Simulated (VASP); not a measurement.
# Rh (P6_3/mmc) in VASP: a series of runs

Runs on Rh. Level: PBEsol. Tasks: single point.

All numbers are computed with VASP 6.6.1; they aren't measurements. Logs are shortened: lines on timing, memory, paths and dates and some standing lists are left out, and cuts for length are marked.

### 1 The cell of the first run

Symmetry: P6_3/mmc, No. 194, hexagonal system. The conventional cell has a = 2.579 Å, b = 2.579 Å, c = 4.194 Å, α = 90.00°, β = 90.00°, γ = 120.00°. Rh (site symmetry -6m2) has 12 Rh at 2.57 to 2.58 Å within 3.4 Å.

### 2 Single point, PBEsol

Contents of INCAR:

```
PREC = Accurate
ENCUT = 500
EDIFF = 1E-6
ISMEAR = 0
SIGMA = 0.05
LREAL = False
LASPH = True
NELM = 120
ALGO = Normal
ISIF = 2
LWAVE = False
LCHARG = True
GGA = PS
LELF = True
LVHAR = True
NBANDS = 22
GGA_COMPAT = False
```

Contents of KPOINTS:

```
regular mesh
0
Gamma
  9 9 5
```

Contents of POSCAR:

```
Rh
1.0
    2.5790946706      0.0000000000      0.0000000000
   -1.2895473353      2.2335615035      0.0000000000
    0.0000000000      0.0000000000      4.1943464514
Rh
2
Direct
    0.6666666667      0.3333333333      0.7500000000
    0.3333333333      0.6666666667      0.2500000000
```

Potentials or basis: VASP PAW PBE potentials, release 64 (Rh_pv).

Started as:

```sh
$ cat potpaw_PBE.64/Rh_pv/POTCAR > POTCAR
$ mpirun -np 1 vasp_std > vasp.out
```

OUTCAR:

```text
PREC = Accurate
   ENCUT = 500
   EDIFF = 1E-6
   ISMEAR = 0
   LREAL = False
   LASPH = True
   NELM = 120
   ISIF = 2
   GGA = PS

 ion  position               nearest neighbor table
   1  0.667  0.333  0.750-   2 2.57   2 2.57   2 2.57   2 2.57   2 2.57   2 2.57
   2  0.333  0.667  0.250-   1 2.57   1 2.57   1 2.57   1 2.57   1 2.57   1 2.57

  LATTYP: Found a hexagonal cell.
 ALAT       =     2.5790946706
 C/A-ratio  =     1.6262863474

  Lattice vectors:

 A1 = (   2.5790946706,   0.0000000000,   0.0000000000)
 A2 = (  -1.2895473353,   2.2335615035,   0.0000000000)
 A3 = (   0.0000000000,   0.0000000000,   4.1943464514)

Analysis of symmetry for initial positions (statically):
=====================================================================
 Subroutine PRICEL returns:
 Original cell was already a primitive cell.

 Routine SETGRP: Setting up the symmetry group for a
 hexagonal supercell.

 Subroutine GETGRP returns: Found 24 space group operations
 (whereof 12 operations were pure point group operations)
 out of a pool of 24 trial point group operations.

The static configuration has the point symmetry D_3d.
 The point group associated with its full space group is D_6h.

Analysis of symmetry for dynamics (positions and initial velocities):
=====================================================================
 Subroutine PRICEL returns:
 Original cell was already a primitive cell.

 Routine SETGRP: Setting up the symmetry group for a
 hexagonal supercell.

 Subroutine GETGRP returns: Found 24 space group operations
 (whereof 12 operations were pure point group operations)
 out of a pool of 24 trial point group operations.

The dynamic configuration has the point symmetry D_3d.
 The point group associated with its full space group is D_6h.

 Subroutine INISYM returns: Found 24 space group operations
 (whereof 12 operations are pure point group operations),
 and found     1 'primitive' translations

----------------------------------------------------------------------------------------

                                     Primitive cell

  volume of cell :      24.1618

  direct lattice vectors                    reciprocal lattice vectors
     2.579094671  0.000000000  0.000000000     0.387732956  0.223857726  0.000000000
    -1.289547335  2.233561503  0.000000000     0.000000000  0.447715453  0.000000000
     0.000000000  0.000000000  4.194346451     0.000000000  0.000000000  0.238416166

  length of vectors
     2.579094671  2.579094671  4.194346451     0.447715453  0.447715453  0.238416166

  position of ions in fractional coordinates (direct lattice)
     0.666666667  0.333333333  0.750000000
     0.333333333  0.666666667  0.250000000

  ion indices of the primitive-cell ions
   primitive index   ion index
                 1           1
                 2           2

----------------------------------------------------------------------------------------

 KPOINTS: regular mesh

Automatic generation of k-mesh.
 Grid dimensions read from file:
 generate k-points for:    9    9    5

 Generating k-lattice:

  Cartesian coordinates                     Fractional coordinates (reciprocal lattice)
     0.043081440  0.024873081  0.000000000     0.111111111  0.000000000  0.000000000
     0.000000000  0.049746161  0.000000000     0.000000000  0.111111111  0.000000000
     0.000000000  0.000000000  0.047683233     0.000000000  0.000000000  0.200000000

  Length of vectors
     0.049746161  0.049746161  0.047683233

  Shift w.r.t. Gamma in fractional coordinates (k-lattice)
     0.000000000  0.000000000  0.000000000

 Subroutine IBZKPT returns following result:
 ===========================================

 Found     36 irreducible k-points:

 Following reciprocal coordinates:
            Coordinates               Weight
  0.000000  0.000000  0.000000      1.000000
  0.111111  0.000000  0.000000      6.000000
  0.222222  0.000000  0.000000      6.000000
  0.333333  0.000000  0.000000      6.000000
  0.444444  0.000000  0.000000      6.000000
  0.111111  0.111111  0.000000      6.000000
[... 16 lines left out ...]
  0.333333  0.222222  0.200000     24.000000
  0.333333  0.333333  0.200000      4.000000
 [... further k-points ...]
   k-points           NKPTS =     36   k-points in BZ     NKDIM =     36   number of bands    NBANDS=     22
   number of dos      NEDOS =    301   number of ions     NIONS =      2
   total plane-waves  NPLWV =  12800
   dimension x,y,z NGX =    20 NGY =   20 NGZ =   32
   dimension x,y,z NGXF=    40 NGYF=   40 NGZF=   64
   ions per type =               2
   NGX,Y,Z   is equivalent  to a cutoff of  12.89, 12.89, 12.68 a.u.
   NGXF,Y,Z  is equivalent  to a cutoff of  25.78, 25.78, 25.37 a.u.
 SYSTEM =  unknown system
   PREC   = accura    normal or accurate (medium, high low for compatibility)
   ISTART =      0    job   : 0-new  1-cont  2-samecut
   ICHARG =      2    charge: 1-file 2-atom 10-const
   ISPIN  =      1    spin polarized calculation?
   LNONCOLLINEAR =      F non collinear calculations
   LSORBIT =      F    spin-orbit coupling
   LASPH  =      T    aspherical Exc in radial PAW
   ENCUT  =  500.0 eV  36.75 Ry    6.06 a.u.   4.70  4.70  7.65*2*pi/ulx,y,z
   NELM   =    120;   NELMIN=  2; NELMDL= -5     # of ELM steps
   EDIFF  = 0.1E-05   stopping-criterion for ELM
   LREAL  =      F    real-space projection
   EDIFFG = 0.1E-04   stopping-criterion for IOM
   NSW    =      0    number of steps for IOM
   IBRION =     -1    ionic relax: 0-MD 1-quasi-New 2-CG
   NFREE  =      0    steps in history (QN), initial steepest desc. (CG)
   ISIF   =      2    stress and relaxation
   ISYM   =      2    0-nonsym 1-usesym 2-fastsym
   POTIM  = 0.5000    time-step for ionic-motion
   TEBEG  =    0.0;   TEEND  =   0.0 temperature during run
   PSTRESS=    0.0 pullay stress
   NELECT =      30.0000    total number of electrons
   NUPDOWN=      -1.0000    fix difference up-down
   EMIN   =  10.00;   EMAX   =-10.00  energy-range for DOS
   EFERMI =   0.00;   METHOD = LEGACY
   ISMEAR =     0;   SIGMA  =   0.05  broadening in eV -4-tet -1-fermi 0-gaus
   EFERMI_NEDOS =   21; number of points for ismear=-14 and -15
   IALGO  =     38    algorithm
   IMIX   =      4    mixing-type and parameters
     AMIX     =   0.40;   BMIX     =  1.00
     AMIX_MAG =   1.60;   BMIX_MAG =  1.00
  volume/ion in A,a.u.               =      12.08        81.53
  Fermi-wavevector in a.u.,A,eV,Ry     =   1.759565  3.325096 42.124596  3.096070
  Thomas-Fermi vector in A             =   2.828503
   LORBIT       =      0    0 simple, 1 ext, 2 COOP (PROOUT), +10 PAW based schemes
   GGA     = PS    functional components
   LHFCALC =     F    Hartree Fock is set to
   AEXX    =    0.0000 exact exchange contribution
   IVDW    =     0    specifies the selected vdW correction
   LEPSILON=     F    determine dielectric tensor
   LRPA    =     F    only Hartree local field effects (RPA)
 non-spin polarized calculation
 Gauss-broadening in eV      SIGMA  =   0.05
  energy-cutoff  :      500.00
  volume of cell :       24.16
 maximum number of plane-waves:       628
 NGX is ok and might be reduce to    20
   NGX =  9   NGY =  9   NGZ = 15

 number of electron      30.0000000 magnetization

 Free energy of the ion-electron system (eV)
  ---------------------------------------------------
  ext. energy  EPLUGINS =         0.00000000
  ---------------------------------------------------
  free energy    TOTEN  =       -15.82611984 eV

  energy without entropy =      -15.82301155  energy(sigma->0) =      -15.82456569

 E-fermi :  14.3906     XC(G=0): -15.0649

 val. band max:       14.3523107289   @ k =   0.3333   0.1111   0.2000
 cond. band min:      14.4114970289   @ k =   0.2222   0.1111   0.4000
 fundamental gap:      0.0591863000
 Fermi energy:        14.3905996817

 k-point     1 :       0.0000    0.0000    0.0000
  band No.  band energies     occupation
      1     -33.4095      2.00000
      2     -32.3857      2.00000
      3     -32.3857      2.00000
      4     -32.2544      2.00000
      5     -32.2278      2.00000
      6     -32.2278      2.00000
[... 14 lines left out ...]
     21      32.4141      0.00000
     22      33.3482      0.00000

 k-point     2 :       0.1111    0.0000    0.0000
  band No.  band energies     occupation
      1     -33.3653      2.00000
      2     -32.4885      2.00000
      3     -32.4182      2.00000
      4     -32.3336      2.00000
      5     -32.2719      2.00000
      6     -32.2437      2.00000
[... 14 lines left out ...]
     21      32.9847      0.00000
     22      33.9514      0.00000

 k-point     3 :       0.2222    0.0000    0.0000
  band No.  band energies     occupation
      1     -33.2436      2.00000
      2     -32.7484      2.00000
      3     -32.5929      2.00000
      4     -32.4971      2.00000
      5     -32.3257      2.00000
      6     -32.2868      2.00000
[... 14 lines left out ...]
     21      32.4944      0.00000
     22      33.5072      0.00000

 k-point     4 :       0.3333    0.0000    0.0000
  band No.  band energies     occupation
      1     -33.0773      2.00000
      2     -33.0425      2.00000
      3     -32.8740      2.00000
      4     -32.5827      2.00000
      5     -32.4142      2.00000
      6     -32.3386      2.00000
[... 14 lines left out ...]
     21      30.4807      0.00000
     22      30.5379      0.00000

 k-point     5 :       0.4444    0.0000    0.0000
  band No.  band energies     occupation
      1     -33.2329      2.00000
      2     -33.0509      2.00000
      3     -32.9298      2.00000
      4     -32.6368      2.00000
      5     -32.5107      2.00000
      6     -32.3734      2.00000
[... 417 lines left out ...]
 k-point    22 :       0.2222    0.2222    0.2000
  band No.  band energies     occupation
      1     -33.1250      2.00000
      2     -33.0446      2.00000
      3     -32.7870      2.00000
      4     -32.7043      2.00000
      5     -32.5208      2.00000
      6     -32.4306      2.00000
[... 14 lines left out ...]
     21      28.2592      0.00000
     22      30.7035      0.00000

 k-point    23 :       0.3333    0.2222    0.2000
  band No.  band energies     occupation
      1     -33.1695      2.00000
      2     -33.0697      2.00000
      3     -32.8668      2.00000
      4     -32.7016      2.00000
      5     -32.6222      2.00000
      6     -32.4972      2.00000
[... 14 lines left out ...]
     21      28.0316      0.00000
     22      30.4623      0.00000

 k-point    24 :       0.3333    0.3333    0.2000
  band No.  band energies     occupation
      1     -33.0480      2.00000
      2     -33.0290      2.00000
      3     -33.0290      2.00000
      4     -32.7667      2.00000
      5     -32.5839      2.00000
      6     -32.5839      2.00000
[... 14 lines left out ...]
     21      28.1430      0.00000
     22      28.1430      0.00000

 [... further k-points ...]
[... 5 lines left out ...]
  --------------------------------------------------------------------------------------
  -------------------------------------------------------------------------------------
  Total        6.7895455      6.7895455      6.7957713      0.0000000      0.0000000      0.0000000
  in kB      450.2168891    450.2168891    450.6297286      0.0000000      0.0000000      0.0000000
  external PRESSURE =     450.3545023 kB  Pullay stress =       0.0000000 kB

 VOLUME and BASIS-vectors are now :
 -----------------------------------------------------------------------------
  energy-cutoff  :      500.00
  volume of cell :       24.16
      direct lattice vectors                 reciprocal lattice vectors
     2.579094671  0.000000000  0.000000000     0.387732956  0.223857726  0.000000000
    -1.289547335  2.233561503  0.000000000     0.000000000  0.447715453  0.000000000
     0.000000000  0.000000000  4.194346451     0.000000000  0.000000000  0.238416166

 POSITION                                       TOTAL-FORCE (eV/Angst)
 -----------------------------------------------------------------------------------
      1.28955      0.74452      3.14576         0.000000      0.000000      0.000000
     -0.00000      1.48904      1.04859        -0.000000     -0.000000      0.000000
 -----------------------------------------------------------------------------------
    total drift:                               -0.000000      0.000000     -0.000000

  FREE ENERGIE OF THE ION-ELECTRON SYSTEM (eV)
  ---------------------------------------------------
  free  energy   TOTEN  =       -15.8261198385 eV

  energy  without entropy=      -15.8230115510  energy(sigma->0) =      -15.82456569
```

Run time: 11 s. Hardware: 1 thread of Intel Xeon Platinum 8375C at 2.90GHz (Ice Lake), shared host; peak memory 0.14 GiB.

What came out:

| Quantity | Value |
| --- | --- |
| Free energy | -15.8261 eV |
| Pressure | 45.0 GPa |
| Band gap on the k mesh | zero (band 15 reaches 15.20 eV, above the bottom of band 16 at 12.58 eV) |

Caveat: the PAW data sets were made with another functional, which shifts forces and pressure a little.

### 3 Single point, PBEsol

This run uses another cell than the first one, of 12.47 Å³/atom, 1.032 times its volume.

Contents of INCAR:

```
ALGO = Normal
EDIFF = 1E-6
ENCUT = 500
GGA = PS
GGA_COMPAT = False
ISIF = 2
ISMEAR = 0
LASPH = True
LCHARG = False
LREAL = False
LWAVE = False
NBANDS = 22
NELM = 120
PREC = Accurate
SIGMA = 0.05
```

Contents of KPOINTS:

```
k-points
0
Gamma
  9 9 5
```

Contents of POSCAR:

```
Rh
1.0
    2.6070054857      0.0000000000      0.0000000000
   -1.3035027429      2.2577329784      0.0000000000
    0.0000000000      0.0000000000      4.2379304929
Rh
2
Direct
    0.6666666667      0.3333333333      0.7500000000
    0.3333333333      0.6666666667      0.2500000000
```

Potentials or basis: VASP PAW PBE potentials, release 64 (Rh_pv).

Started as:

```sh
$ cat potpaw_PBE.64/Rh_pv/POTCAR > POTCAR
$ mpirun -np 1 vasp_std > vasp.out
```

Wall time 11 s (1 thread of Intel Xeon Platinum 8375C at 2.90GHz (Ice Lake), shared host); peak memory 0.14 GiB.

The run converged. Its results:

| Property | Result |
| --- | --- |
| Free energy | -16.0088 eV |
| Pressure | 30.0 GPa |
| Band gap on the k mesh | zero (band 15 reaches 14.49 eV, above the bottom of band 16 at 12.00 eV) |

Levels at points of the mesh, in eV from the Fermi level:
```
           k point  band 13  band 14  band 15  band 16  band 17  band 18
(0.00, 0.00, 0.00)    -2.92    -2.18    -2.18     0.18     0.18     0.50
```

Caveat: the PAW data sets were made with another functional, which shifts forces and pressure a little.

### 4 Single point, PBEsol

This run uses another cell than the first one, of 12.95 Å³/atom, 1.072 times its volume.

Contents of INCAR:

```
SYSTEM = Rh
PREC = Accurate ; ENCUT = 500
EDIFF = 1E-6 ; ISMEAR = 0
SIGMA = 0.05 ; LREAL = .FALSE.
LASPH = .TRUE. ; NELM = 120
ALGO = Normal ; ISIF = 2
LWAVE = .FALSE. ; LCHARG = .FALSE.
GGA = PS ; NBANDS = 22
GGA_COMPAT = .FALSE.
```

Contents of KPOINTS:

```
regular mesh
0
G
  9 9 5
  0 0 0
```

Contents of POSCAR:

```
Rh
1.0
    2.6401783397      0.0000000000      0.0000000000
   -1.3200891699      2.2864615127      0.0000000000
    0.0000000000      0.0000000000      4.2895875124
Rh
2
Direct
    0.6666666667      0.3333333333      0.7500000000
    0.3333333333      0.6666666667      0.2500000000
```

Started as:

```sh
$ cat potpaw_PBE.64/Rh_pv/POTCAR > POTCAR
$ mpirun -np 1 vasp_std > vasp.out
```

It took 10 s on 1 thread of Intel Xeon Platinum 8375C at 2.90GHz (Ice Lake), shared host; peak memory 0.14 GiB.

The run converged. Its results:

| Property | Result |
| --- | --- |
| Free energy | -16.1413 eV |
| Pressure | 15.0 GPa |
| Band gap on the k mesh | zero (band 15 reaches 13.69 eV, above the bottom of band 16 at 11.35 eV) |

Levels at points of the mesh, in eV from the Fermi level:
| k point | band 13 | band 14 | band 15 | band 16 | band 17 | band 18 |
| --- | --- | --- | --- | --- | --- | --- |
| (0.00, 0.00, 0.00) | -2.75 | -2.05 | -2.05 | 0.18 | 0.18 | 0.55 |

Caveat: the PAW data sets were made with another functional, which shifts forces and pressure a little.

### 5 The runs side by side

| cell | gap on the mesh (eV) | pressure (GPa) |
| --- | --- | --- |
| a = 2.579, b = 2.579, c = 4.194 Å, angles 90.0, 90.0, 120.0°, 2 atoms | none | 45.0 |
| a = 2.607, b = 2.607, c = 4.238 Å, angles 90.0, 90.0, 120.0°, 2 atoms | none | 30.0 |
| a = 2.640, b = 2.640, c = 4.290 Å, angles 90.0, 90.0, 120.0°, 2 atoms | none | 15.0 |

Alike in all rows: task single point; level PBEsol; potentials or basis VASP PAW PBE potentials, release 64 (Rh_pv); no spin polarisation; k mesh 9 × 9 × 5; cutoff (eV) 500; smearing gaussian 0.05 eV.

Caveats: the PAW data sets were made with another functional, which shifts forces and pressure a little.

Absolute energies hang on the potentials; compare differences alone.
